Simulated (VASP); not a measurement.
Write the native input for VASP 6.6.1 that does the following.

```
Task                   : single point
Functional             : PBEsol
Potentials or basis    : VASP PAW PBE potentials, release 64 (Co)
Cutoff                 : 520 eV
k mesh                 : 14 × 14 × 8
Occupations            : fermi-dirac, width 0.1 eV
Spin                   : collinear spin, antiferromagnetic start
Starting moments       : [3.0, -3.0] μB
Dipole correction      : no
Further INCAR settings : ALGO = Normal; EDIFF = 1e-07; NBANDS = 20
```

The structure of Co lies in POSCAR:

```
Co
1.0
    2.5359998200      0.0000000000      0.0000000000
   -1.2679999100      2.1962402600      0.0000000000
    0.0000000000      0.0000000000      4.1360000000
Co
2
Direct
    0.3333333300      0.6666666700      0.2500000000
    0.6666666700      0.3333333300      0.7500000000
```

The input as run:

INCAR

```
SYSTEM = Co
  PREC = Accurate
  ENCUT = 520
  EDIFF = 1E-7
  ISMEAR = -1
  SIGMA = 0.1
  LREAL = .FALSE.
  LASPH = .TRUE.
  NELM = 150
  ALGO = Normal
  ISIF = 2
  LWAVE = .FALSE.
  LCHARG = .TRUE.
  ISPIN = 2
  MAGMOM = 3 -3
  LORBIT = 11
  LMAXMIX = 4
  GGA = PS
  LELF = .TRUE.
  LVHAR = .TRUE.
  NBANDS = 20
```

KPOINTS

```
Automatic mesh
0
G
  14 14 8
  0 0 0
```

Potentials or basis: VASP PAW PBE potentials, release 64 (Co).

Launch:

```console
$ cat potpaw_PBE.64/Co/POTCAR > POTCAR
$ mpirun -np 1 vasp_std > vasp.out
```

It gave:

```yaml
Pressure: -24.2 GPa
Band_gap_on_the_k_mesh: zero (filled and empty bands overlap)
Net_moment: 0.00 μB per cell
Site_moments: Co +1.10, -1.10 μB
Valence_electrons_inside_the_program's_atomic_spheres: Co 8.16
```

Caveat: the PAW data sets were made with another functional, which shifts forces and pressure a little.

It took 50 s on 1 thread of Intel(R) Xeon(R) 6975P-C (Granite Rapids) (shared host), peak memory 0.2 GiB.
